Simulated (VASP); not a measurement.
A run of VASP 6.6.1 is set up as follows.

Contents of INCAR:

```
SYSTEM = Si2GeN
ALGO = Normal
EDIFF = 1E-6
ENCUT = 520
GGA = PE
ISIF = 2
ISMEAR = 0
LASPH = .True.
LCHARG = .False.
LREAL = .False.
LWAVE = .False.
NBANDS = 22
NELM = 100
PREC = Accurate
SIGMA = 0.1
```

KPOINTS

```
k-points
0
Gamma
  6 6 4
  0 0 0
```

POSCAR

```
Si2GeN
1.0
    3.6309166113      0.0000000000      0.0000000000
    0.0000000000      3.6309166113      0.0000000000
    0.0000000000      0.0000000000      4.6766841826
Si Ge N
2 1 1
Direct
    0.5000000000      0.0000000000      0.8184739630
    0.0000000000      0.5000000000      0.1815260370
    0.0000000000      0.0000000000      0.5000000000
    0.5000000000      0.5000000000      0.0000000000
```

Potentials or basis: VASP PAW PBE potentials, release 64 (Si, Ge_d, N).

Command:

```console
$ cat potpaw_PBE.64/Si/POTCAR potpaw_PBE.64/Ge_d/POTCAR potpaw_PBE.64/N/POTCAR > POTCAR
$ mpirun -np 1 vasp_std > vasp.out
```

**Question.** Predict the largest force.

**Answer.** 0.023 eV/Å.

**Question.** Predict the band gap on the k mesh.

**Answer.** Zero (an odd number of electrons rules out a gap without spin polarisation).

Stress tensor (GPa, compression positive):
```
-0.06  0.00  0.00
 0.00 -0.06  0.00
 0.00  0.00 -0.44
```
